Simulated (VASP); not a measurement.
# Si (Fd-3m) in VASP: a series of runs

Aim: see how the results for Si move with the level of theory and the settings. Levels: LDA, revPBE+D4, PBEsol. Tasks: single point, relaxation of cell and atoms.

Everything below comes from runs of VASP 6.6.1. Logs are shortened: lines on timing, memory, paths and dates and some standing lists are left out, and cuts for length are marked.

## (1) The cell of the first run

It takes space group Fd-3m (No. 227, cubic). Conventional cell: a = 5.401 Å, b = 5.401 Å, c = 5.401 Å, α = 90.00°, β = 90.00°, γ = 90.00°. Within 3.1 Å of Si (site symmetry -43m) lie 4 Si at 2.34 Å.

## (2) Single point, LDA

INCAR reads:

```
SYSTEM = Si
PREC = Accurate
ENCUT = 520
EDIFF = 1E-7
ISMEAR = -1
SIGMA = 0.05
LREAL = .FALSE.
LASPH = .TRUE.
NELM = 80
ALGO = Normal
ISIF = 2
LWAVE = .FALSE.
LCHARG = .FALSE.
NBANDS = 11
```

KPOINTS reads:

```
Automatic mesh
0
G
  8 8 8
  0 0 0
```

POSCAR reads:

```
Si
1.0
    0.0000000000      2.7003660774      2.7003660774
    2.7003660774      0.0000000000      2.7003660774
    2.7003660774      2.7003660774      0.0000000000
Si
2
Direct
    0.5000000000      0.5000000000      0.5000000000
    0.7500000000      0.7500000000      0.7500000000
```

Potentials or basis: VASP PAW LDA potentials, release 64 (Si).

Command:

```
$ cat potpaw_LDA.64/Si/POTCAR > POTCAR
$ mpirun -np 1 vasp_std > vasp.out
```

OUTCAR:

```text
SYSTEM = Si
   PREC = Accurate
   ENCUT = 520
   EDIFF = 1E-7
   ISMEAR = -1
   LREAL = .FALSE.
   LASPH = .TRUE.
   NELM = 80
   ISIF = 2

 ion  position               nearest neighbor table
   1  0.500  0.500  0.500-   2 2.34   2 2.34   2 2.34   2 2.34
   2  0.750  0.750  0.750-   1 2.34   1 2.34   1 2.34   1 2.34

  LATTYP: Found a face centered cubic cell.
 ALAT       =     5.4007321548

  Lattice vectors:

 A1 = (   0.0000000000,   2.7003660774,   2.7003660774)
 A2 = (   2.7003660774,   0.0000000000,   2.7003660774)
 A3 = (   2.7003660774,   2.7003660774,   0.0000000000)

Analysis of symmetry for initial positions (statically):
=====================================================================
 Subroutine PRICEL returns:
 Original cell was already a primitive cell.

 Routine SETGRP: Setting up the symmetry group for a
 face centered cubic supercell.

 Subroutine GETGRP returns: Found 48 space group operations
 (whereof 24 operations were pure point group operations)
 out of a pool of 48 trial point group operations.

The static configuration has the point symmetry T_d .
 The point group associated with its full space group is O_h .

Analysis of symmetry for dynamics (positions and initial velocities):
=====================================================================
 Subroutine PRICEL returns:
 Original cell was already a primitive cell.

 Routine SETGRP: Setting up the symmetry group for a
 face centered cubic supercell.

 Subroutine GETGRP returns: Found 48 space group operations
 (whereof 24 operations were pure point group operations)
 out of a pool of 48 trial point group operations.

The dynamic configuration has the point symmetry T_d .
 The point group associated with its full space group is O_h .

 Subroutine INISYM returns: Found 48 space group operations
 (whereof 24 operations are pure point group operations),
 and found     1 'primitive' translations

----------------------------------------------------------------------------------------

                                     Primitive cell

  volume of cell :      39.3820

  direct lattice vectors                    reciprocal lattice vectors
     0.000000000  2.700366077  2.700366077    -0.185160080  0.185160080  0.185160080
     2.700366077  0.000000000  2.700366077     0.185160080 -0.185160080  0.185160080
     2.700366077  2.700366077  0.000000000     0.185160080  0.185160080 -0.185160080

  length of vectors
     3.818894330  3.818894330  3.818894330     0.320706667  0.320706667  0.320706667

  position of ions in fractional coordinates (direct lattice)
     0.500000000  0.500000000  0.500000000
     0.750000000  0.750000000  0.750000000

  ion indices of the primitive-cell ions
   primitive index   ion index
                 1           1
                 2           2

----------------------------------------------------------------------------------------

 KPOINTS: Automatic mesh

Automatic generation of k-mesh.
 Grid dimensions read from file:
 generate k-points for:    8    8    8

 Generating k-lattice:

  Cartesian coordinates                     Fractional coordinates (reciprocal lattice)
    -0.023145010  0.023145010  0.023145010     0.125000000  0.000000000  0.000000000
     0.023145010 -0.023145010  0.023145010     0.000000000  0.125000000  0.000000000
     0.023145010  0.023145010 -0.023145010     0.000000000  0.000000000  0.125000000

  Length of vectors
     0.040088333  0.040088333  0.040088333

  Shift w.r.t. Gamma in fractional coordinates (k-lattice)
     0.000000000  0.000000000  0.000000000

 Subroutine IBZKPT returns following result:
 ===========================================

 Found     29 irreducible k-points:

 Following reciprocal coordinates:
            Coordinates               Weight
  0.000000  0.000000  0.000000      1.000000
  0.125000  0.000000  0.000000      8.000000
  0.250000  0.000000  0.000000      8.000000
  0.375000  0.000000  0.000000      8.000000
  0.500000  0.000000  0.000000      4.000000
  0.125000  0.125000  0.000000      6.000000
[... 16 lines left out ...]
  0.500000  0.250000  0.125000     48.000000
 -0.375000  0.250000  0.125000     24.000000
 [... further k-points ...]
   k-points           NKPTS =     29   k-points in BZ     NKDIM =     29   number of bands    NBANDS=     11
   number of dos      NEDOS =    301   number of ions     NIONS =      2
   total plane-waves  NPLWV =  21952
   dimension x,y,z NGX =    28 NGY =   28 NGZ =   28
   dimension x,y,z NGXF=    56 NGYF=   56 NGZF=   56
   ions per type =               2
   NGX,Y,Z   is equivalent  to a cutoff of  12.19, 12.19, 12.19 a.u.
   NGXF,Y,Z  is equivalent  to a cutoff of  24.38, 24.38, 24.38 a.u.
 SYSTEM =  Si
   PREC   = accura    normal or accurate (medium, high low for compatibility)
   ISTART =      0    job   : 0-new  1-cont  2-samecut
   ICHARG =      2    charge: 1-file 2-atom 10-const
   ISPIN  =      1    spin polarized calculation?
   LNONCOLLINEAR =      F non collinear calculations
   LSORBIT =      F    spin-orbit coupling
   LASPH  =      T    aspherical Exc in radial PAW
   ENCUT  =  520.0 eV  38.22 Ry    6.18 a.u.   7.10  7.10  7.10*2*pi/ulx,y,z
   NELM   =     80;   NELMIN=  2; NELMDL= -5     # of ELM steps
   EDIFF  = 0.1E-06   stopping-criterion for ELM
   LREAL  =      F    real-space projection
   EDIFFG = 0.1E-05   stopping-criterion for IOM
   NSW    =      0    number of steps for IOM
   IBRION =     -1    ionic relax: 0-MD 1-quasi-New 2-CG
   NFREE  =      0    steps in history (QN), initial steepest desc. (CG)
   ISIF   =      2    stress and relaxation
   ISYM   =      2    0-nonsym 1-usesym 2-fastsym
   POTIM  = 0.5000    time-step for ionic-motion
   TEBEG  =    0.0;   TEEND  =   0.0 temperature during run
   PSTRESS=    0.0 pullay stress
   NELECT =       8.0000    total number of electrons
   NUPDOWN=      -1.0000    fix difference up-down
   EMIN   =  10.00;   EMAX   =-10.00  energy-range for DOS
   EFERMI =   0.00;   METHOD = LEGACY
   ISMEAR =    -1;   SIGMA  =   0.05  broadening in eV -4-tet -1-fermi 0-gaus
   EFERMI_NEDOS =   21; number of points for ismear=-14 and -15
   IALGO  =     38    algorithm
   IMIX   =      4    mixing-type and parameters
     AMIX     =   0.40;   BMIX     =  1.00
     AMIX_MAG =   1.60;   BMIX_MAG =  1.00
  volume/ion in A,a.u.               =      19.69       132.88
  Fermi-wavevector in a.u.,A,eV,Ry     =   0.962363  1.818602 12.600930  0.926142
  Thomas-Fermi vector in A             =   2.091815
   LORBIT       =      0    0 simple, 1 ext, 2 COOP (PROOUT), +10 PAW based schemes
   GGA     = CA    functional components
   LHFCALC =     F    Hartree Fock is set to
   AEXX    =    0.0000 exact exchange contribution
   IVDW    =     0    specifies the selected vdW correction
   LEPSILON=     F    determine dielectric tensor
   LRPA    =     F    only Hartree local field effects (RPA)
 non-spin polarized calculation
  energy-cutoff  :      520.00
  volume of cell :       39.38
 maximum number of plane-waves:      1069
   NGX = 15   NGY = 15   NGZ = 15

 number of electron       8.0000001 magnetization

 Free energy of the ion-electron system (eV)
  ---------------------------------------------------
  ext. energy  EPLUGINS =         0.00000000
  ---------------------------------------------------
  free energy    TOTEN  =       -11.91556672 eV

  energy without entropy =      -11.91548183  energy(sigma->0) =      -11.91552428

 E-fermi :   6.1646     XC(G=0):  -9.6677

 val. band max:        5.9418891624   @ k =   0.0000   0.0000   0.0000
 cond. band min:       6.4302746190   @ k =   0.3750   0.3750   0.0000
 fundamental gap:      0.4883854566
 Fermi energy:         6.1645543266

 k-point     1 :       0.0000    0.0000    0.0000
  band No.  band energies     occupation
      1      -6.1298      2.00000
      2       5.9419      1.97699
      3       5.9419      1.97699
      4       5.9419      1.97699
      5       8.4723      0.00000
      6       8.4723      0.00000
      7       8.4723      0.00000
      8       9.3419      0.00000
      9      13.6774      0.00000
     10      13.6774      0.00000
     11      13.6891      0.00000

 k-point     2 :       0.1250    0.0000    0.0000
  band No.  band energies     occupation
      1      -5.9227      2.00000
      2       4.3244      2.00000
      3       5.6475      1.99994
      4       5.6475      1.99994
      5       8.4117      0.00000
      6       8.9032      0.00000
      7       8.9032      0.00000
      8      10.6715      0.00000
      9      13.1661      0.00000
     10      13.1661      0.00000
     11      14.5034      0.00000

 k-point     3 :       0.2500    0.0000    0.0000
  band No.  band energies     occupation
      1      -5.3177      2.00000
      2       1.9685      2.00000
      3       5.1722      2.00000
      4       5.1722      2.00000
      5       7.9277      0.00000
      6       9.4176      0.00000
      7       9.4176      0.00000
      8      12.8424      0.00000
      9      13.1109      0.00000
     10      13.1109      0.00000
     11      14.7732      0.00000

 k-point     4 :       0.3750    0.0000    0.0000
  band No.  band energies     occupation
      1      -4.4065      2.00000
      2      -0.0809      2.00000
      3       4.8441      2.00000
      4       4.8441      2.00000
      5       7.5594      0.00000
      6       9.3445      0.00000
      7       9.3445      0.00000
      8      13.6559      0.00000
      9      14.5151      0.00000
     10      14.5151      0.00000
     11      15.5776      0.00000
[... 239 lines left out ...]
 k-point    22 :       0.3750    0.2500    0.1250
  band No.  band energies     occupation
      1      -4.7801      2.00000
      2       1.6304      2.00000
      3       3.1641      2.00000
      4       4.4903      2.00000
      5       8.3216      0.00000
      6       9.8149      0.00000
      7      10.0571      0.00000
      8      11.4290      0.00000
      9      13.7241      0.00000
     10      16.2266      0.00000
     11      16.9258      0.00000

 k-point    23 :       0.5000    0.2500    0.1250
  band No.  band energies     occupation
      1      -3.8751      2.00000
      2       0.0521      2.00000
      3       2.5509      2.00000
      4       3.9746      2.00000
      5       8.7489      0.00000
      6       9.4389      0.00000
      7      10.9083      0.00000
      8      11.8583      0.00000
      9      14.9544      0.00000
     10      15.6334      0.00000
     11      17.8803      0.00000

 k-point    24 :      -0.3750    0.2500    0.1250
  band No.  band energies     occupation
      1      -3.2042      2.00000
      2      -0.9176      2.00000
      3       2.4244      2.00000
      4       3.7386      2.00000
      5       8.9636      0.00000
      6       8.9811      0.00000
      7      11.8363      0.00000
      8      13.0122      0.00000
      9      13.3128      0.00000
     10      16.4775      0.00000
     11      17.6409      0.00000

 [... further k-points ...]
[... 5 lines left out ...]
  --------------------------------------------------------------------------------------
  -------------------------------------------------------------------------------------
  Total        0.0295985      0.0295985      0.0295985      0.0000000      0.0000000      0.0000000
  in kB        1.2041552      1.2041552      1.2041552      0.0000000      0.0000000      0.0000000
  external PRESSURE =       1.2041552 kB  Pullay stress =       0.0000000 kB

 VOLUME and BASIS-vectors are now :
 -----------------------------------------------------------------------------
  energy-cutoff  :      520.00
  volume of cell :       39.38
      direct lattice vectors                 reciprocal lattice vectors
     0.000000000  2.700366077  2.700366077    -0.185160080  0.185160080  0.185160080
     2.700366077  0.000000000  2.700366077     0.185160080 -0.185160080  0.185160080
     2.700366077  2.700366077  0.000000000     0.185160080  0.185160080 -0.185160080

 POSITION                                       TOTAL-FORCE (eV/Angst)
 -----------------------------------------------------------------------------------
      2.70037      2.70037      2.70037        -0.000000      0.000000     -0.000000
      4.05055      4.05055      4.05055         0.000000     -0.000000      0.000000
 -----------------------------------------------------------------------------------
    total drift:                                0.000000      0.000000     -0.000000

  FREE ENERGIE OF THE ION-ELECTRON SYSTEM (eV)
  ---------------------------------------------------
  free  energy   TOTEN  =       -11.9155667228 eV

  energy  without entropy=      -11.9154818297  energy(sigma->0) =      -11.91552428
```

It took 9.8 s on 1 thread of AMD EPYC 9R45 (Zen 5), shared host; peak memory 0.1 GiB.

What came out:

- Free energy: -11.9156 eV
- Pressure: 0.1 GPa
- Band gap on the k mesh: 0.49 eV, indirect (least direct gap 2.53 eV)

Levels at points of the mesh, in eV from the valence-band top:
```tsv
k point	band 2	band 3	band 4	band 5	band 6	band 7
(0.00, 0.00, 0.00)	0.00	0.00	0.00	2.53	2.53	2.53
(0.50, 0.00, 0.00)	-7.07	-1.21	-1.21	1.49	3.28	3.28
(0.50, 0.50, 0.00)	-7.87	-2.90	-2.90	0.57	0.57	10.12
```

A k mesh can miss the band edges.

## (3) Relaxation of cell and atoms, revPBE+D4

This run uses another cell than the first one, of 20.16 Å³/atom, 1.024 times its volume.

INCAR reads:

```
SYSTEM = Si
  ALGO = Normal
  EDIFF = 1E-7
  EDIFFG = -0.005
  ENCUT = 600
  GGA = RE
  IBRION = 2
  ISIF = 3
  ISMEAR = -1
  IVDW = 13
  LASPH = .True.
  LCHARG = .False.
  LREAL = .False.
  LWAVE = .False.
  NELM = 60
  NSW = 80
  PREC = Accurate
  SIGMA = 0.05
```

KPOINTS reads:

```
k-points
0
Gamma
  8 8 8
  0 0 0
```

POSCAR reads:

```
Si
1.0
    0.0000000000      2.7218511865      2.7218511865
    2.7218511865      0.0000000000      2.7218511865
    2.7218511865      2.7218511865      0.0000000000
Si
2
Direct
    0.5000000000      0.5000000000      0.5000000000
    0.7500000000      0.7500000000      0.7500000000
```

Potentials or basis: VASP PAW PBE potentials, release 64 (Si).

Command:

```
$ cat potpaw_PBE.64/Si/POTCAR > POTCAR
$ mpirun -np 1 vasp_std > vasp.out
```

Wall time 28 s (1 thread of AMD EPYC 9R45 (Zen 5), shared host); peak memory 0.14 GiB.

Results (log left out):

| Quantity | Value |
| --- | --- |
| Free energy | -11.5974 eV |
| Relaxed volume | 19.58 Å³/atom |
| Relaxed cell | a = 3.812 Å, b = 3.812 Å, c = 3.812 Å, α = 60.00°, β = 60.00°, γ = 60.00° |
| Space group after relaxing (to 0.05 Å) | Fd-3m (No. 227) |
| Energy gained by relaxing | 5.0 meV/atom |
| Ionic steps | 3 |
| Pressure after relaxing | 0.0 GPa |
| Band gap on the k mesh | 0.61 eV, indirect (least direct gap 2.58 eV) |
| Dispersion energy per atom | -0.602 eV |

The path:
```tsv
step	energy change (eV)	largest force (eV/Å)	pressure (GPa)	volume (Å³)
1	0.0000	0.0000	-2.65	40.33
2	-0.0053	0.0000	1.99	38.41
3	-0.0099	0.0000	0.01	39.17
```

Final structure:
```
Si
1.0
     0.00000    2.69545    2.69545
     2.69545    0.00000    2.69545
     2.69545    2.69545    0.00000
Si
2
Direct
  0.50000 0.50000 0.50000
  0.75000 0.75000 0.75000
```

Levels at points of the mesh, in eV from the valence-band top:
| k point | band 1 | band 2 | band 3 | band 4 | band 5 | band 6 | band 7 | band 8 |
| --- | --- | --- | --- | --- | --- | --- | --- | --- |
| (0.00, 0.00, 0.00) | -12.09 | 0.00 | 0.00 | 0.00 | 2.58 | 2.58 | 2.58 | 3.72 |
| (0.50, 0.00, 0.00) | -9.71 | -7.05 | -1.22 | -1.22 | 1.67 | 3.33 | 3.33 | 7.85 |
| (0.50, 0.50, 0.00) | -7.87 | -7.87 | -2.90 | -2.90 | 0.70 | 0.70 | 10.34 | 10.34 |

Caveat: the PAW data sets were made with another functional, which shifts forces and pressure a little.

[end of part 1 of 2]
